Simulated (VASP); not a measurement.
Input of a VASP 6.6.1 run:

File INCAR:

```
SYSTEM = Ta
  PREC = Accurate
  ENCUT = 520
  EDIFF = 1E-6
  ISMEAR = 0
  SIGMA = 0.05
  LREAL = .False.
  LASPH = .True.
  NELM = 100
  ALGO = Normal
  ISIF = 2
  LWAVE = .False.
  LCHARG = .False.
  GGA = PE
  NBANDS = 12
```

Contents of KPOINTS:

```
regular mesh
0
Gamma
  8 8 8
  0 0 0
```

File POSCAR:

```
Ta
1.0
    0.0000000000      2.0851675935      2.0851675935
    2.0851675935      0.0000000000      2.0851675935
    2.0851675935      2.0851675935      0.0000000000
Ta
1
Direct
    0.0000000000      0.0000000000      0.0000000000
```

Potentials or basis: VASP PAW PBE potentials, release 64 (Ta_pv).

Command:

```console
$ cat potpaw_PBE.64/Ta_pv/POTCAR > POTCAR
$ mpirun -np 1 vasp_std > vasp.out
```

Q: What does it give for the pressure?

A: 9.1 GPa.
